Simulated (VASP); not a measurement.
# BN (P1) in VASP: notebook

BN is run at these levels: PBE+D3(BJ); tasks: single point.

Program: VASP 6.6.1. These are calculated values, not measurements. Logs are shortened: lines on timing, memory, paths and dates and some standing lists are left out, and cuts for length are marked.

## (1) The cell of the first run

The typed cell holds 8 atoms: a = 4.338 Å, b = 4.706 Å, c = 4.706 Å, α = 64.40°, β = 62.56°, γ = 62.56°.

## (2) Single point, PBE+D3(BJ) (atom 5 (N) moved +0.033 Å along Cartesian [1 1 0])

INCAR

```
SYSTEM = BN
PREC = Accurate
ENCUT = 520
EDIFF = 1E-7
ISMEAR = 0
SIGMA = 0.05
LREAL = .FALSE.
LASPH = .TRUE.
NELM = 100
ALGO = Normal
ISIF = 2
LWAVE = .FALSE.
LCHARG = .TRUE.
GGA = PE
IVDW = 12
LELF = .TRUE.
LVHAR = .TRUE.
NBANDS = 26
```

KPOINTS

```
regular mesh
0
G
  6 6 6
  0 0 0
```

POSCAR

```
BN
1.0
    0.0000000000      0.0000000000      4.3376638211
    2.5076849351      3.3394821895      2.1688319106
   -2.5076849351      3.3394821895      2.1688319106
B N
4 4
Direct
    0.5001068737      0.7500000000      0.2500000000
    0.5001068737      0.2500000000      0.7500000000
    0.0001068737      0.5000000000      0.5000000000
    0.0001068737      1.0000000000      0.0000000000
    0.1630676213      0.7582203942      0.2488305959
    0.1665931163      0.2500000000      0.7500000000
    0.6665931163      0.5000000000      0.5000000000
    0.6665931163      0.0000000000      0.0000000000
```

Potentials or basis: VASP PAW PBE potentials, release 64 (B, N).

On the command line:

```bash
$ cat potpaw_PBE.64/B/POTCAR potpaw_PBE.64/N/POTCAR > POTCAR
$ mpirun -np 1 vasp_std > vasp.out
```

OUTCAR:

```text
SYSTEM = BN
   PREC = Accurate
   ENCUT = 520
   EDIFF = 1E-7
   ISMEAR = 0
   LREAL = .FALSE.
   LASPH = .TRUE.
   NELM = 100
   ISIF = 2
   GGA = PE
   IVDW = 12
 IVDW          = 12

 ion  position               nearest neighbor table
   1  0.500  0.750  0.250-   7 1.45   8 1.45   5 1.45
   2  0.500  0.250  0.750-   6 1.45   8 1.45   7 1.45
   3  0.000  0.500  0.500-   7 1.45   6 1.45   5 1.47
   4  0.000  0.000  0.000-   5 1.43   8 1.45   6 1.45
   5  0.163  0.758  0.249-   4 1.43   1 1.45   3 1.47
   6  0.167  0.250  0.750-   2 1.45   3 1.45   4 1.45
   7  0.667  0.500  0.500-   3 1.45   1 1.45   2 1.45
   8  0.667  0.000  0.000-   4 1.45   2 1.45   1 1.45

  LATTYP: Found a body centered orthorhombic cell.
 ALAT       =     4.3376638211
 B/A-ratio  =     1.1562375687
 C/A-ratio  =     1.5397607225

  Lattice vectors:

 A1 = (  -2.5076849351,  -3.3394821895,  -2.1688319106)
 A2 = (   2.5076849351,  -3.3394821895,   2.1688319105)
 A3 = (  -2.5076849351,   3.3394821895,   2.1688319106)

Analysis of symmetry for initial positions (statically):
=====================================================================
 Subroutine PRICEL returns:
 Original cell was already a primitive cell.

 Routine SETGRP: Setting up the symmetry group for a
 body centered orthorhombic supercell.

 Subroutine GETGRP returns: Found  1 space group operations
 (whereof  1 operations were pure point group operations)
 out of a pool of  8 trial point group operations.

The static configuration has the point symmetry C_1 .

Analysis of symmetry for dynamics (positions and initial velocities):
=====================================================================
 Subroutine PRICEL returns:
 Original cell was already a primitive cell.

 Routine SETGRP: Setting up the symmetry group for a
 body centered orthorhombic supercell.

 Subroutine GETGRP returns: Found  1 space group operations
 (whereof  1 operations were pure point group operations)
 out of a pool of  8 trial point group operations.

The dynamic configuration has the point symmetry C_1 .

 Subroutine INISYM returns: Found  1 space group operations
 (whereof  1 operations are pure point group operations),
 and found     1 'primitive' translations

----------------------------------------------------------------------------------------

                                     Primitive cell

  volume of cell :      72.6504

  direct lattice vectors                    reciprocal lattice vectors
     0.000000000  0.000000000  4.337663821     0.000000000 -0.149723811  0.230538843
     2.507684935  3.339482189  2.168831911     0.199387089  0.149723811  0.000000000
    -2.507684935  3.339482189  2.168831911    -0.199387089  0.149723811  0.000000000

  length of vectors
     4.337663821  4.705789720  4.705789720     0.274891575  0.249344001  0.249344001

  position of ions in fractional coordinates (direct lattice)
     0.500106874  0.750000000  0.250000000
     0.500106874  0.250000000  0.750000000
     0.000106874  0.500000000  0.500000000
     0.000106874  0.000000000  0.000000000
     0.163067621  0.758220394  0.248830596
     0.166593116  0.250000000  0.750000000
     0.666593116  0.500000000  0.500000000
     0.666593116  0.000000000  0.000000000

  ion indices of the primitive-cell ions
   primitive index   ion index
                 1           1
                 2           2
                 3           3
                 4           4
                 5           5
                 6           6
                 7           7
                 8           8

----------------------------------------------------------------------------------------

 KPOINTS: regular mesh

Automatic generation of k-mesh.
 Grid dimensions read from file:
 generate k-points for:    6    6    6

 Generating k-lattice:

  Cartesian coordinates                     Fractional coordinates (reciprocal lattice)
     0.000000000 -0.024953968  0.038423141     0.166666667  0.000000000  0.000000000
     0.033231182  0.024953968  0.000000000     0.000000000  0.166666667 -0.000000000
    -0.033231182  0.024953968  0.000000000     0.000000000 -0.000000000  0.166666667

  Length of vectors
     0.045815262  0.041557334  0.041557334

  Shift w.r.t. Gamma in fractional coordinates (k-lattice)
     0.000000000  0.000000000  0.000000000

 Subroutine IBZKPT returns following result:
 ===========================================

 Found    112 irreducible k-points:

 Following reciprocal coordinates:
            Coordinates               Weight
  0.000000  0.000000  0.000000      1.000000
  0.166667  0.000000  0.000000      2.000000
  0.166667  0.166667  0.166667      2.000000
  0.333333  0.000000  0.000000      2.000000
  0.333333  0.333333  0.333333      2.000000
  0.500000  0.000000  0.000000      1.000000
[... 16 lines left out ...]
  0.333333  0.333333  0.500000      2.000000
 -0.166667  0.166667  0.000000      2.000000
 [... further k-points ...]
   k-points           NKPTS =    112   k-points in BZ     NKDIM =    112   number of bands    NBANDS=     26
   number of dos      NEDOS =    301   number of ions     NIONS =      8
   total plane-waves  NPLWV =  41472
   dimension x,y,z NGX =    32 NGY =   36 NGZ =   36
   dimension x,y,z NGXF=    64 NGYF=   72 NGZF=   72
   ions per type =               4   4
   NGX,Y,Z   is equivalent  to a cutoff of  12.26, 12.72, 12.72 a.u.
   NGXF,Y,Z  is equivalent  to a cutoff of  24.53, 25.44, 25.44 a.u.
 SYSTEM =  BN
   PREC   = accura    normal or accurate (medium, high low for compatibility)
   ISTART =      0    job   : 0-new  1-cont  2-samecut
   ICHARG =      2    charge: 1-file 2-atom 10-const
   ISPIN  =      1    spin polarized calculation?
   LNONCOLLINEAR =      F non collinear calculations
   LSORBIT =      F    spin-orbit coupling
   LASPH  =      T    aspherical Exc in radial PAW
   ENCUT  =  520.0 eV  38.22 Ry    6.18 a.u.   8.07  8.75  8.75*2*pi/ulx,y,z
   NELM   =    100;   NELMIN=  2; NELMDL= -5     # of ELM steps
   EDIFF  = 0.1E-06   stopping-criterion for ELM
   LREAL  =      F    real-space projection
   EDIFFG = 0.1E-05   stopping-criterion for IOM
   NSW    =      0    number of steps for IOM
   IBRION =     -1    ionic relax: 0-MD 1-quasi-New 2-CG
   NFREE  =      0    steps in history (QN), initial steepest desc. (CG)
   ISIF   =      2    stress and relaxation
   ISYM   =      2    0-nonsym 1-usesym 2-fastsym
   POTIM  = 0.5000    time-step for ionic-motion
   TEBEG  =    0.0;   TEEND  =   0.0 temperature during run
   PSTRESS=    0.0 pullay stress
   NELECT =      32.0000    total number of electrons
   NUPDOWN=      -1.0000    fix difference up-down
   EMIN   =  10.00;   EMAX   =-10.00  energy-range for DOS
   EFERMI =   0.00;   METHOD = LEGACY
   ISMEAR =     0;   SIGMA  =   0.05  broadening in eV -4-tet -1-fermi 0-gaus
   EFERMI_NEDOS =   21; number of points for ismear=-14 and -15
   IALGO  =     38    algorithm
   IMIX   =      4    mixing-type and parameters
     AMIX     =   0.40;   BMIX     =  1.00
     AMIX_MAG =   1.60;   BMIX_MAG =  1.00
  volume/ion in A,a.u.               =       9.08        61.28
  Fermi-wavevector in a.u.,A,eV,Ry     =   1.245601  2.353844 21.109725  1.551521
  Thomas-Fermi vector in A             =   2.379816
   LORBIT       =      0    0 simple, 1 ext, 2 COOP (PROOUT), +10 PAW based schemes
   GGA     = PE    functional components
   LHFCALC =     F    Hartree Fock is set to
   AEXX    =    0.0000 exact exchange contribution
   IVDW    =    12    specifies the selected vdW correction
   LEPSILON=     F    determine dielectric tensor
   LRPA    =     F    only Hartree local field effects (RPA)
 non-spin polarized calculation
 Gauss-broadening in eV      SIGMA  =   0.05
  energy-cutoff  :      520.00
  volume of cell :       72.65
 maximum number of plane-waves:      1981
   NGX = 17   NGY = 17   NGZ = 17

 number of electron      31.9999998 magnetization

 Free energy of the ion-electron system (eV)
  ---------------------------------------------------
  ext. energy  EPLUGINS =         0.00000000
  ---------------------------------------------------
  free energy    TOTEN  =       -70.28557305 eV

  energy without entropy =      -70.28557305  energy(sigma->0) =      -70.28557305

 E-fermi :   2.5907     XC(G=0): -10.0340

 val. band max:        2.3796341731   @ k =   0.0000  -0.3333   0.1667
 cond. band min:       5.9895664303   @ k =   0.0000   0.0000   0.0000
 fundamental gap:      3.6099322573
 Fermi energy:         2.5907335999

 k-point     1 :       0.0000    0.0000    0.0000
  band No.  band energies     occupation
      1     -15.5644      2.00000
      2     -12.4369      2.00000
      3     -12.3861      2.00000
      4     -12.2526      2.00000
      5      -6.5145      2.00000
      6      -5.3828      2.00000
[... 18 lines left out ...]
     25      15.3382      0.00000
     26      15.4579      0.00000

 k-point     2 :       0.1667    0.0000    0.0000
  band No.  band energies     occupation
      1     -15.4110      2.00000
      2     -12.6300      2.00000
      3     -12.4146      2.00000
      4     -12.3693      2.00000
      5      -5.9586      2.00000
      6      -5.8577      2.00000
[... 18 lines left out ...]
     25      14.4868      0.00000
     26      14.9214      0.00000

 k-point     3 :       0.1667    0.1667    0.1667
  band No.  band energies     occupation
      1     -15.4110      2.00000
      2     -12.6300      2.00000
      3     -12.4146      2.00000
      4     -12.3693      2.00000
      5      -5.9584      2.00000
      6      -5.8576      2.00000
[... 18 lines left out ...]
     25      14.4856      0.00000
     26      14.9235      0.00000

 k-point     4 :       0.3333    0.0000    0.0000
  band No.  band energies     occupation
      1     -14.9653      2.00000
      2     -13.4288      2.00000
      3     -12.3775      2.00000
      4     -12.3481      2.00000
      5      -6.4452      2.00000
      6      -6.4109      2.00000
[... 18 lines left out ...]
     25      14.1760      0.00000
     26      15.6725      0.00000

 k-point     5 :       0.3333    0.3333    0.3333
  band No.  band energies     occupation
      1     -14.9653      2.00000
      2     -13.4288      2.00000
      3     -12.3775      2.00000
      4     -12.3482      2.00000
      5      -6.4447      2.00000
      6      -6.4106      2.00000
[... 18 lines left out ...]
     25      14.1892      0.00000
     26      15.6516      0.00000

 k-point     6 :       0.5000    0.0000    0.0000
  band No.  band energies     occupation
      1     -14.2750      2.00000
      2     -14.2717      2.00000
      3     -12.3541      2.00000
      4     -12.3399      2.00000
      5      -6.6647      2.00000
      6      -6.6438      2.00000
[... 427 lines left out ...]
 k-point    21 :      -0.3333    0.5000   -0.3333
  band No.  band energies     occupation
      1     -14.8033      2.00000
      2     -13.4007      2.00000
      3     -12.8730      2.00000
      4     -12.2203      2.00000
      5      -6.4266      2.00000
      6      -5.7659      2.00000
[... 18 lines left out ...]
     25      14.2220      0.00000
     26      14.8004      0.00000

 k-point    22 :       0.3333    0.0000   -0.1667
  band No.  band energies     occupation
      1     -14.8033      2.00000
      2     -13.4007      2.00000
      3     -12.8730      2.00000
      4     -12.2203      2.00000
      5      -6.4269      2.00000
      6      -5.7665      2.00000
[... 18 lines left out ...]
     25      14.2021      0.00000
     26      14.8040      0.00000

 k-point    23 :       0.3333    0.3333    0.5000
  band No.  band energies     occupation
      1     -14.8049      2.00000
      2     -13.3980      2.00000
      3     -12.8631      2.00000
      4     -12.2329      2.00000
      5      -6.4474      2.00000
      6      -5.7377      2.00000
[... 18 lines left out ...]
     25      14.2962      0.00000
     26      14.7638      0.00000

 k-point    24 :      -0.1667    0.1667    0.0000
  band No.  band energies     occupation
      1     -15.2629      2.00000
      2     -13.0594      2.00000
      3     -12.5858      2.00000
      4     -12.0121      2.00000
      5      -6.1428      2.00000
      6      -5.9364      2.00000
[... 18 lines left out ...]
     25      14.4739      0.00000
     26      14.8216      0.00000

 [... further k-points ...]

------------------------ aborting loop because EDIFF is reached ----------------------------------------

 Edisp (eV)   -1.11985

 E8    (eV) :    -0.3279

  FORCE on cell =-STRESS in cart. coord.  units (eV):
  Direction    XX          YY          ZZ          XY          YZ          ZX
  --------------------------------------------------------------------------------------
  -------------------------------------------------------------------------------------
  Total       0.11926    -0.07726     0.09679    -0.02944     0.00661    -0.29113
  in kB       2.62996    -1.70385     2.13450    -0.64935     0.14585    -6.42034
  external pressure =        1.02 kB  Pullay stress =        0.00 kB

 VOLUME and BASIS-vectors are now :
 -----------------------------------------------------------------------------
  energy-cutoff  :      520.00
  volume of cell :       72.65
      direct lattice vectors                 reciprocal lattice vectors
     0.000000000  0.000000000  4.337663821     0.000000000 -0.149723811  0.230538843
     2.507684935  3.339482189  2.168831911     0.199387089  0.149723811  0.000000000
    -2.507684935  3.339482189  2.168831911    -0.199387089  0.149723811  0.000000000

 POSITION                                       TOTAL-FORCE (eV/Angst)
 -----------------------------------------------------------------------------------
      1.25384      3.33948      4.33813         0.193773      0.120382     -0.005896
     -1.25384      3.33948      4.33813        -0.048207     -0.014052      0.000045
      0.00000      3.33948      2.16930         0.387829      0.102657      0.150323
      0.00000      0.00000      0.00046         0.434665      0.089351     -0.181978
      1.27739      3.36303      2.89146        -1.261766     -0.193634      0.039918
     -1.25384      3.33948      2.89146         0.239010     -0.037653     -0.000301
      0.00000      3.33948      5.06029         0.028105     -0.032099     -0.014461
      0.00000      0.00000      2.89146         0.026590     -0.034952      0.012350
 -----------------------------------------------------------------------------------
    total drift:                               -0.000001     -0.000169     -0.000094

  FREE ENERGIE OF THE ION-ELECTRON SYSTEM (eV)
  ---------------------------------------------------
  free  energy   TOTEN  =       -71.4054184797 eV

  energy  without entropy=      -71.4054184797  energy(sigma->0) =      -71.40541848
```

Wall time 4.8 min (1 thread of AMD EPYC 7R43 (Zen 3), shared host); peak memory 0.26 GiB.

What came out:

```yaml
Free_energy: -71.4054 eV
Pressure: 0.1 GPa
Largest_force: 1.277 eV/Å
Band_gap_on_the_k_mesh: 3.61 eV
Dispersion_energy_per_atom: -0.140 eV
```

Forces on the atoms (eV/Å):
```
B    0.194  0.120 -0.006
B   -0.048 -0.014  0.000
B    0.388  0.103  0.150
B    0.435  0.089 -0.182
N   -1.262 -0.194  0.040
N    0.239 -0.038  0.000
N    0.028 -0.032 -0.014
N    0.027 -0.035  0.012
```

Levels at points of the mesh, in eV from the valence-band top:
| k point | band 14 | band 15 | band 16 | band 17 | band 18 | band 19 |
| --- | --- | --- | --- | --- | --- | --- |
| (0.00, 0.00, 0.00) | -1.65 | -1.54 | -1.40 | 3.61 | 5.04 | 5.86 |
| (0.50, 0.00, 0.00) | -3.10 | -1.09 | -1.05 | 4.49 | 4.56 | 7.93 |
| (0.50, 0.50, 0.50) | -3.10 | -1.09 | -1.06 | 4.51 | 4.58 | 7.94 |
| (0.00, 0.50, 0.00) | -3.03 | -0.37 | -0.35 | 4.54 | 4.59 | 8.07 |
| (0.00, 0.00, 0.50) | -3.03 | -0.36 | -0.36 | 4.56 | 4.57 | 8.02 |
| (0.50, 0.50, 0.00) | -3.52 | -1.95 | -1.89 | 7.12 | 7.21 | 7.47 |
| (0.50, 0.00, 0.50) | -3.53 | -1.93 | -1.88 | 7.16 | 7.25 | 7.42 |
| (0.00, 0.50, 0.50) | -0.78 | -0.73 | -0.43 | 5.33 | 5.40 | 5.94 |

Caveat: the cell differs from its parent crystal (atom 5 (N) moved +0.033 Å along Cartesian [1 1 0]); forces of over 1 eV/Å act on the atoms, so gaps and moduli don't describe the material at rest.

(Continued in part 2 of 3.)
